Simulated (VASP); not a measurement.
# Hf (Fm-3m) in VASP: notebook, part 2 of 2

VASP 6.6.1.

## Step 4: Relaxation of cell and atoms, PBEsol

This run uses another cell than the first one, of 21.88 Å³/atom, 1.008 times its volume.

INCAR reads:

```
ALGO     = Normal         # electronic algorithm
EDIFF    = 1E-7           # SCF threshold, eV
EDIFFG   = -0.02          # ionic threshold
ENCUT    = 600            # plane-wave cutoff, eV
GGA      = PS             # functional
IBRION   = 2              # ionic algorithm
ISIF     = 3              # what is computed and relaxed
ISMEAR   = 1              # smearing method
LASPH    = T              # aspherical terms in the spheres
LCHARG   = F              # write CHGCAR
LREAL    = F              # projectors in reciprocal space
LWAVE    = F              # write WAVECAR
NELM     = 60             # most SCF steps
NSW      = 60             # ionic steps
PREC     = Accurate       # precision mode
SIGMA    = 0.1            # smearing width, eV
```

KPOINTS reads:

```
k-points
0
Gamma
  9 9 9
```

POSCAR reads:

```
Hf
1.0
    0.0000000000      2.2200000000      2.2200000000
    2.2200000000      0.0000000000      2.2200000000
    2.2200000000      2.2200000000      0.0000000000
Hf
1
Direct
    0.0000000000      0.0000000000      0.0000000000
```

Potentials or basis: VASP PAW PBE potentials, release 64 (Hf_pv).

Launch:

```sh
$ cat potpaw_PBE.64/Hf_pv/POTCAR > POTCAR
$ mpirun -np 1 vasp_std > vasp.out
```

OUTCAR:

```text
EDIFF = 1E-7
   EDIFFG = -0.02
   ENCUT = 600
   GGA = PS
   IBRION = 2
   ISIF = 3
   ISMEAR = 1
   LASPH = T
   LREAL = F
   NELM = 60
   NSW = 60
   PREC = Accurate

 ion  position               nearest neighbor table
   1  0.000  0.000  0.000-

  LATTYP: Found a face centered cubic cell.
 ALAT       =     4.4400000000

  Lattice vectors:

 A1 = (   0.0000000000,   2.2200000000,   2.2200000000)
 A2 = (   2.2200000000,   0.0000000000,   2.2200000000)
 A3 = (   2.2200000000,   2.2200000000,   0.0000000000)

Analysis of symmetry for initial positions (statically):
=====================================================================
 Subroutine PRICEL returns:
 Original cell was already a primitive cell.

 Routine SETGRP: Setting up the symmetry group for a
 face centered cubic supercell.

 Subroutine GETGRP returns: Found 48 space group operations
 (whereof 48 operations were pure point group operations)
 out of a pool of 48 trial point group operations.

The static configuration has the point symmetry O_h .

Analysis of symmetry for dynamics (positions and initial velocities):
=====================================================================
 Subroutine PRICEL returns:
 Original cell was already a primitive cell.

[... 163 lines left out ...]
  Total       -0.1725831     -0.1725831     -0.1725831      0.0000000      0.0000000     -0.0000000
  in kB      -12.6362973    -12.6362973    -12.6362973      0.0000000      0.0000000     -0.0000000
  external PRESSURE =     -12.6362973 kB  Pullay stress =       0.0000000 kB
[... 57 lines left out ...]
--------------------------------------- Ionic step        3  -------------------------------------------

 number of electron       9.9999999 magnetization

 Free energy of the ion-electron system (eV)
  ---------------------------------------------------
  ext. energy  EPLUGINS =         0.00000000
  ---------------------------------------------------
  free energy    TOTEN  =       -10.42444531 eV

  energy without entropy =      -10.42061187  energy(sigma->0) =      -10.42316750

 E-fermi :   4.8659     XC(G=0): -11.5506

 val. band max:        4.8319772086   @ k =   0.3333   0.0000   0.0000
 cond. band min:       4.8804263769   @ k =  -0.3333   0.2222   0.0000
 fundamental gap:      0.0484491682
 Fermi energy:         4.8658562210

 k-point     1 :       0.0000    0.0000    0.0000
  band No.  band energies     occupation
      1     -25.0337      2.00000
      2     -25.0337      2.00000
      3     -25.0337      2.00000
      4      -2.5150      2.00000
      5       6.2147     -0.00000
      6       6.2147     -0.00000
      7       6.2147     -0.00000
      8       9.1211      0.00000
      9       9.1211      0.00000
[... 265 lines left out ...]
 k-point    24 :       0.4444    0.4444    0.0000
  band No.  band energies     occupation
      1     -25.8676      2.00000
      2     -25.3524      2.00000
      3     -25.3524      2.00000
      4       1.4312      2.00000
      5       2.6337      2.00000
      6       7.1727      0.00000
      7      11.2740      0.00000
      8      11.4335      0.00000
      9      11.4335      0.00000

 [... further k-points ...]
[... 5 lines left out ...]
  --------------------------------------------------------------------------------------
  -------------------------------------------------------------------------------------
  Total       -0.0012139     -0.0012139     -0.0012139      0.0000000      0.0000000     -0.0000000
  in kB       -0.0899345     -0.0899345     -0.0899345      0.0000000      0.0000000     -0.0000000
  external PRESSURE =      -0.0899345 kB  Pullay stress =       0.0000000 kB
[... 16 lines left out ...]
  FREE ENERGIE OF THE ION-ELECTRON SYSTEM (eV)
  ---------------------------------------------------
  free  energy   TOTEN  =       -10.4244453139 eV

  energy  without entropy=      -10.4206118684  energy(sigma->0) =      -10.42316750

 reached required accuracy - stopping structural energy minimisation
```

OSZICAR:

```text
N       E                     dE             d eps       ncg     rms          rms(c)
DAV:   1     0.724369509979E+01    0.72437E+01   -0.64456E+03   630   0.115E+03
DAV:   2    -0.105360762943E+02   -0.17780E+02   -0.17340E+02   994   0.137E+02
DAV:   3    -0.107940675945E+02   -0.25799E+00   -0.25533E+00   767   0.124E+01
[... 22 lines left out ...]
DAV:   2    -0.104262523242E+02    0.60669E-02   -0.79673E-03   630   0.866E-01    0.295E-01
DAV:   3    -0.104244680039E+02    0.17843E-02   -0.54777E-03   681   0.632E-01    0.148E-01
DAV:   4    -0.104244558377E+02    0.12166E-04   -0.39230E-05   663   0.680E-02    0.102E-01
DAV:   5    -0.104244453569E+02    0.10481E-04   -0.24002E-05   712   0.299E-02    0.139E-02
DAV:   6    -0.104244453139E+02    0.43023E-07   -0.41952E-07   643   0.463E-03
   3 F= -.10424445E+02 E0= -.10423167E+02  d E =-.102115E-02
```

Run time: 10 s. Hardware: 1 thread of Intel Xeon 6975P-C (Granite Rapids), shared host; peak memory 0.16 GiB.

What came out:

| Quantity | Value |
| --- | --- |
| Free energy | -10.4244 eV |
| Relaxed volume | 21.63 Å³/atom |
| Relaxed cell | a = 3.127 Å, b = 3.127 Å, c = 3.127 Å, α = 60.00°, β = 60.00°, γ = 60.00° |
| Space group after relaxing (to 0.05 Å) | Fm-3m (No. 225) |
| Energy gained by relaxing | 1.0 meV/atom |
| Ionic steps | 3 |
| Pressure after relaxing | 0.0 GPa |
| Band gap on the k mesh | zero (band 5 reaches 6.21 eV, above the bottom of band 6 at 4.26 eV) |

The path:
```
step  energy change (eV)  largest force (eV/Å)  pressure (GPa)  volume (Å³)
   1              0.0000                0.0000           -1.26        21.88
   2              0.0003                0.0000            1.46        21.34
   3             -0.0010                0.0000           -0.01        21.63
```

Final structure:
```cif
data_structure
_symmetry_space_group_name_H-M 'P 1'
_symmetry_Int_Tables_number 1
_cell_length_a 3.1273
_cell_length_b 3.1273
_cell_length_c 3.1273
_cell_angle_alpha 60.000
_cell_angle_beta 60.000
_cell_angle_gamma 60.000
_cell_volume 21.63
loop_
_atom_site_label
_atom_site_type_symbol
_atom_site_fract_x
_atom_site_fract_y
_atom_site_fract_z
_atom_site_occupancy
Hf1 Hf 0.00000 0.00000 0.00000 1
```

Caveat: the PAW data sets were made with another functional, which shifts forces and pressure a little; spin-orbit coupling is left out, which moves the levels of the heavy elements.

## Step 5: Overview

```csv
task,cell,k mesh,cutoff (eV),gap on the mesh (eV),pressure (GPa)
single point,"a = 3.131 Å, angles 60.0°, 1 atom",9 × 9 × 9,520,none,-0.4
single point,"a = 3.131 Å, angles 60.0°, 1 atom",12 × 12 × 12,520,none,-1.3
relaxation of cell and atoms,"relaxed from a = 3.140 Å, angles 60.0°, 1 atom",9 × 9 × 9,600,none,0.0
```

Alike in all rows: level PBEsol; potentials or basis VASP PAW PBE potentials, release 64 (Hf_pv); no spin polarisation; smearing methfessel-paxton 0.1 eV.

Caveats: the PAW data sets were made with another functional, which shifts forces and pressure a little; spin-orbit coupling is left out, which moves the levels of the heavy elements.

Absolute energies hang on the potentials; compare differences alone.
